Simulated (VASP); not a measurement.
# K3Cd3P2 (R-3m) in VASP: single point with LDA

Aim: the single point of K3Cd3P2 with LDA.

All numbers are computed with VASP 6.6.1; they aren't measurements. Logs are shortened: lines on timing, memory, paths and dates and some standing lists are left out, and cuts for length are marked.

## (1) The cell of the first run

Symmetry: R-3m, No. 166, trigonal system. Conventional cell: a = 6.059 Å, b = 6.059 Å, c = 21.112 Å, α = 90.00°, β = 90.00°, γ = 120.00°. Within 3.1 Å of P (site symmetry 3m) lie 3 Cd at 2.38 Å. Cd (site symmetry 2/m) has 2 P at 2.38 Å and 4 Cd at 3.03 Å within 3.1 Å. K (site symmetry -3m) has 6 K at 3.83 Å and 6 Cd at 3.93 Å and 8 P at 3.98 to 5.14 Å within 5.2 Å. K (site symmetry 3m) has 4 P at 3.46 to 3.51 Å and 6 Cd at 3.60 Å and 7 K at 3.83 to 4.70 Å within 4.7 Å.

## (2) Single point, LDA

INCAR reads:

```
SYSTEM = K3Cd3P2
PREC = Accurate
ENCUT = 520
EDIFF = 1E-6
ISMEAR = -1
SIGMA = 0.1
LREAL = .False.
LASPH = .True.
NELM = 80
ALGO = Normal
ISIF = 2
LWAVE = .False.
LCHARG = .False.
GGA = CA
NBANDS = 46
```

KPOINTS reads:

```
regular mesh
0
Gamma
  7 7 7
  0 0 0
```

POSCAR reads:

```
K3Cd3P2
1.0
    3.0295790000      5.2473800000      0.0000000000
   -3.0295790000      5.2473800000      0.0000000000
    0.0000000000     -3.4982530000      7.0372360000
P Cd K
2 3 3
Direct
    0.7434000000      0.7434000000      0.2302000000
    0.2566000000      0.2566000000      0.7698000000
    0.5000000000      0.5000000000      0.0000000000
    0.0000000000      0.5000000000      0.0000000000
    0.5000000000      0.0000000000      0.0000000000
    0.5000000000      0.5000000000      0.5000000000
    0.0925000000      0.0925000000      0.2775000000
    0.9075000000      0.9075000000      0.7225000000
```

Potentials or basis: VASP PAW LDA potentials, release 64 (P, Cd, K_sv).

Launch:

```bash
$ cat potpaw_LDA.64/P/POTCAR potpaw_LDA.64/Cd/POTCAR potpaw_LDA.64/K_sv/POTCAR > POTCAR
$ mpirun -np 1 vasp_std > vasp.out
```

OUTCAR:

```text
SYSTEM = K3Cd3P2
   PREC = Accurate
   ENCUT = 520
   EDIFF = 1E-6
   ISMEAR = -1
   LREAL = .False.
   LASPH = .True.
   NELM = 80
   ISIF = 2
   GGA = CA

 ion  position               nearest neighbor table
   1  0.743  0.743  0.230-   3 2.38   4 2.38   5 2.38
   2  0.257  0.257  0.770-   3 2.38   4 2.38   5 2.38
   3  0.500  0.500  0.000-   2 2.38   1 2.38   4 3.03   5 3.03   5 3.03   4 3.03   7 3.60   8 3.60
                             7 3.60   8 3.60
   4  0.000  0.500  0.000-   2 2.38   1 2.38   3 3.03   3 3.03   5 3.03   5 3.03   8 3.60   7 3.60
                             7 3.60   8 3.60
   5  0.500  0.000  0.000-   2 2.38   1 2.38   3 3.03   3 3.03   4 3.03   4 3.03   8 3.60   7 3.60
                             7 3.60   8 3.60
   6  0.500  0.500  0.500-
   7  0.093  0.093  0.278-   4 3.60   5 3.60   4 3.60   5 3.60   3 3.60   3 3.60
   8  0.907  0.907  0.722-   4 3.60   5 3.60   5 3.60   4 3.60   3 3.60   3 3.60

  LATTYP: Found a trigonal (rhomboedric) cell.
 ALAT       =     7.8587839199
 COS(alpha) =     0.7027760076

  Lattice vectors:

 A1 = (   3.0295790000,   1.7491270000,   7.0372360000)
 A2 = (  -3.0295790000,   1.7491270000,   7.0372360000)
 A3 = (   0.0000000000,  -3.4982530000,   7.0372360000)

Analysis of symmetry for initial positions (statically):
=====================================================================
 Subroutine PRICEL returns:
 Original cell was already a primitive cell.

 Routine SETGRP: Setting up the symmetry group for a
 trigonal (rhombohedral) supercell.

 Subroutine GETGRP returns: Found 12 space group operations
 (whereof 12 operations were pure point group operations)
 out of a pool of 12 trial point group operations.

The static configuration has the point symmetry D_3d.

Analysis of symmetry for dynamics (positions and initial velocities):
=====================================================================
 Subroutine PRICEL returns:
 Original cell was already a primitive cell.

 Routine SETGRP: Setting up the symmetry group for a
 trigonal (rhombohedral) supercell.

 Subroutine GETGRP returns: Found 12 space group operations
 (whereof 12 operations were pure point group operations)
 out of a pool of 12 trial point group operations.

The dynamic configuration has the point symmetry D_3d.

 Subroutine INISYM returns: Found 12 space group operations
 (whereof 12 operations are pure point group operations),
 and found     1 'primitive' translations

----------------------------------------------------------------------------------------

                                     Primitive cell

  volume of cell :     223.7468

  direct lattice vectors                    reciprocal lattice vectors
     3.029579000  5.247380000  0.000000000     0.165039433  0.095285647  0.047367077
    -3.029579000  5.247380000  0.000000000    -0.165039433  0.095285647  0.047367077
     0.000000000 -3.498253000  7.037236000     0.000000000  0.000000000  0.142101245

  length of vectors
     6.059153883  6.059153883  7.858782639     0.196369572  0.196369572  0.142101245

  position of ions in fractional coordinates (direct lattice)
     0.743400000  0.743400000  0.230200000
     0.256600000  0.256600000  0.769800000
     0.500000000  0.500000000  0.000000000
     1.000000000  0.500000000  0.000000000
     0.500000000  1.000000000  0.000000000
     0.500000000  0.500000000  0.500000000
     0.092500000  0.092500000  0.277500000
     0.907500000  0.907500000  0.722500000

  ion indices of the primitive-cell ions
   primitive index   ion index
                 1           1
                 2           2
                 3           3
                 4           4
                 5           5
                 6           6
                 7           7
                 8           8

----------------------------------------------------------------------------------------

 KPOINTS: regular mesh

Automatic generation of k-mesh.
 Grid dimensions read from file:
 generate k-points for:    7    7    7

 Generating k-lattice:

  Cartesian coordinates                     Fractional coordinates (reciprocal lattice)
     0.023577062  0.013612235  0.006766725     0.142857143 -0.000000000  0.000000000
    -0.023577062  0.013612235  0.006766725    -0.000000000  0.142857143  0.000000000
     0.000000000  0.000000000  0.020300178     0.000000000  0.000000000  0.142857143

  Length of vectors
     0.028052796  0.028052796  0.020300178

  Shift w.r.t. Gamma in fractional coordinates (k-lattice)
     0.000000000  0.000000000  0.000000000

 Subroutine IBZKPT returns following result:
 ===========================================

 Found     44 irreducible k-points:

 Following reciprocal coordinates:
            Coordinates               Weight
  0.000000  0.000000  0.000000      1.000000
  0.142857  0.000000 -0.000000      6.000000
  0.285714 -0.000000  0.000000      6.000000
  0.428571  0.000000 -0.000000      6.000000
  0.142857  0.142857 -0.000000      6.000000
  0.285714  0.142857 -0.000000     12.000000
[... 16 lines left out ...]
  0.142857  0.142857  0.142857      6.000000
  0.285714  0.142857  0.142857     12.000000
 [... further k-points ...]
   k-points           NKPTS =     44   k-points in BZ     NKDIM =     44   number of bands    NBANDS=     46
   number of dos      NEDOS =    301   number of ions     NIONS =      8
   total plane-waves  NPLWV = 138240
   dimension x,y,z NGX =    48 NGY =   48 NGZ =   60
   dimension x,y,z NGXF=    96 NGYF=   96 NGZF=  120
   ions per type =               2   3   3
   NGX,Y,Z   is equivalent  to a cutoff of  13.17, 13.17, 12.69 a.u.
   NGXF,Y,Z  is equivalent  to a cutoff of  26.34, 26.34, 25.38 a.u.
 SYSTEM =  K3Cd3P2
   PREC   = accura    normal or accurate (medium, high low for compatibility)
   ISTART =      0    job   : 0-new  1-cont  2-samecut
   ICHARG =      2    charge: 1-file 2-atom 10-const
   ISPIN  =      1    spin polarized calculation?
   LNONCOLLINEAR =      F non collinear calculations
   LSORBIT =      F    spin-orbit coupling
   LASPH  =      T    aspherical Exc in radial PAW
   ENCUT  =  520.0 eV  38.22 Ry    6.18 a.u.  11.27 11.27 14.61*2*pi/ulx,y,z
   NELM   =     80;   NELMIN=  2; NELMDL= -5     # of ELM steps
   EDIFF  = 0.1E-05   stopping-criterion for ELM
   LREAL  =      F    real-space projection
   EDIFFG = 0.1E-04   stopping-criterion for IOM
   NSW    =      0    number of steps for IOM
   IBRION =     -1    ionic relax: 0-MD 1-quasi-New 2-CG
   NFREE  =      0    steps in history (QN), initial steepest desc. (CG)
   ISIF   =      2    stress and relaxation
   ISYM   =      2    0-nonsym 1-usesym 2-fastsym
   POTIM  = 0.5000    time-step for ionic-motion
   TEBEG  =    0.0;   TEEND  =   0.0 temperature during run
   PSTRESS=    0.0 pullay stress
   NELECT =      73.0000    total number of electrons
   NUPDOWN=      -1.0000    fix difference up-down
   EMIN   =  10.00;   EMAX   =-10.00  energy-range for DOS
   EFERMI =   0.00;   METHOD = LEGACY
   ISMEAR =    -1;   SIGMA  =   0.10  broadening in eV -4-tet -1-fermi 0-gaus
   EFERMI_NEDOS =   21; number of points for ismear=-14 and -15
   IALGO  =     38    algorithm
   IMIX   =      4    mixing-type and parameters
     AMIX     =   0.40;   BMIX     =  1.00
     AMIX_MAG =   1.60;   BMIX_MAG =  1.00
  volume/ion in A,a.u.               =      27.97       188.74
  Fermi-wavevector in a.u.,A,eV,Ry     =   1.127016  2.129752 17.281650  1.270165
  Thomas-Fermi vector in A             =   2.263701
   LORBIT       =      0    0 simple, 1 ext, 2 COOP (PROOUT), +10 PAW based schemes
   GGA     = CA    functional components
   LHFCALC =     F    Hartree Fock is set to
   AEXX    =    0.0000 exact exchange contribution
   IVDW    =     0    specifies the selected vdW correction
   LEPSILON=     F    determine dielectric tensor
   LRPA    =     F    only Hartree local field effects (RPA)
 non-spin polarized calculation
  energy-cutoff  :      520.00
  volume of cell :      223.75
 maximum number of plane-waves:      6081
 NGX is ok and might be reduce to    48
   NGX = 23   NGY = 23   NGZ = 29

 number of electron      73.0000013 magnetization

 Free energy of the ion-electron system (eV)
  ---------------------------------------------------
  ext. energy  EPLUGINS =         0.00000000
  ---------------------------------------------------
  free energy    TOTEN  =       -20.42066981 eV

  energy without entropy =      -20.29491110  energy(sigma->0) =      -20.35779046

 E-fermi :   2.7539     XC(G=0):  -9.0690

 val. band max:        2.7475866759   @ k =   0.1429   0.1429  -0.0000
 cond. band min:       2.7612989164   @ k =   0.1429   0.0000   0.1429
 fundamental gap:      0.0137122405
 Fermi energy:         2.7539382654

 k-point     1 :       0.0000    0.0000    0.0000
  band No.  band energies     occupation
      1     -29.1071      2.00000
      2     -28.5430      2.00000
      3     -28.5332      2.00000
      4     -12.8920      2.00000
      5     -12.8920      2.00000
      6     -12.7735      2.00000
[... 38 lines left out ...]
     45       6.4648      0.00000
     46       6.5380      0.00000

 k-point     2 :       0.1429    0.0000   -0.0000
  band No.  band energies     occupation
      1     -29.1070      2.00000
      2     -28.5430      2.00000
      3     -28.5333      2.00000
      4     -12.8938      2.00000
      5     -12.8932      2.00000
      6     -12.7760      2.00000
[... 38 lines left out ...]
     45       6.2811      0.00000
     46       6.5346      0.00000

 k-point     3 :       0.2857   -0.0000    0.0000
  band No.  band energies     occupation
      1     -29.1067      2.00000
      2     -28.5429      2.00000
      3     -28.5336      2.00000
      4     -12.8978      2.00000
      5     -12.8964      2.00000
      6     -12.7810      2.00000
[... 1018 lines left out ...]
     45       6.0764      0.00000
     46       6.5073      0.00000

 k-point    24 :       0.2857    0.1429    0.1429
  band No.  band energies     occupation
      1     -29.1068      2.00000
      2     -28.5422      2.00000
      3     -28.5343      2.00000
      4     -12.8973      2.00000
      5     -12.8949      2.00000
      6     -12.7816      2.00000
[... 38 lines left out ...]
     45       6.1695      0.00000
     46       6.5666      0.00000

 [... further k-points ...]
[... 5 lines left out ...]
  --------------------------------------------------------------------------------------
  -------------------------------------------------------------------------------------
  Total        2.9401156      2.9401103      4.3606532      0.0000000      0.0000002     -0.0000000
  in kB       21.0531986     21.0531605     31.2251998      0.0000000      0.0000015     -0.0000000
  external PRESSURE =      24.4438529 kB  Pullay stress =       0.0000000 kB

 VOLUME and BASIS-vectors are now :
 -----------------------------------------------------------------------------
  energy-cutoff  :      520.00
  volume of cell :      223.75
      direct lattice vectors                 reciprocal lattice vectors
     3.029579000  5.247380000  0.000000000     0.165039433  0.095285647  0.047367077
    -3.029579000  5.247380000  0.000000000    -0.165039433  0.095285647  0.047367077
     0.000000000 -3.498253000  7.037236000     0.000000000  0.000000000  0.142101245

 POSITION                                       TOTAL-FORCE (eV/Angst)
 -----------------------------------------------------------------------------------
      0.00000      6.99651      1.61997         0.000000      0.000000      2.104614
      0.00000      0.00000      5.41726         0.000000     -0.000000     -2.104614
      0.00000      5.24738      0.00000        -0.000000     -0.000000      0.000000
     -1.51479      2.62369      0.00000         0.000000     -0.000000      0.000000
      1.51479      2.62369      0.00000         0.000000     -0.000000      0.000000
      0.00000      3.49825      3.51862         0.000000     -0.000000      0.000000
      0.00000      0.00000      1.95283         0.000000      0.000000      0.176440
      0.00000      6.99651      5.08440         0.000000     -0.000000     -0.176440
 -----------------------------------------------------------------------------------
    total drift:                               -0.000000      0.000000      0.000000

  FREE ENERGIE OF THE ION-ELECTRON SYSTEM (eV)
  ---------------------------------------------------
  free  energy   TOTEN  =       -20.4206698140 eV

  energy  without entropy=      -20.2949111036  energy(sigma->0) =      -20.35779046
```

It took 6.8 min on 1 thread of Intel Xeon Platinum 8259CL at 2.50GHz (Skylake/Cascade Lake), shared host; peak memory 0.54 GiB.

Results:

| Property | Result |
| --- | --- |
| Free energy | -20.4207 eV |
| Pressure | 2.4 GPa |
| Largest force | 2.105 eV/Å |
| Band gap on the k mesh | zero (an odd number of electrons rules out a gap without spin polarisation) |

Forces on the atoms (eV/Å):
```
P    0.000  0.000  2.105
P    0.000  0.000 -2.105
Cd   0.000  0.000  0.000
Cd   0.000  0.000  0.000
Cd   0.000  0.000  0.000
K    0.000  0.000  0.000
K    0.000  0.000  0.176
K    0.000  0.000 -0.176
```

Levels at points of the mesh, in eV from the Fermi level:
```csv
k point,band 33,band 34,band 35,band 36,band 37,band 38,band 39,band 40
"(0.00, 0.00, 0.00)",-3.67,-3.53,-3.53,-1.00,-0.70,-0.20,-0.20,1.15
```

Caveat: forces of over 1 eV/Å act on the atoms, so gaps and moduli don't describe the material at rest.
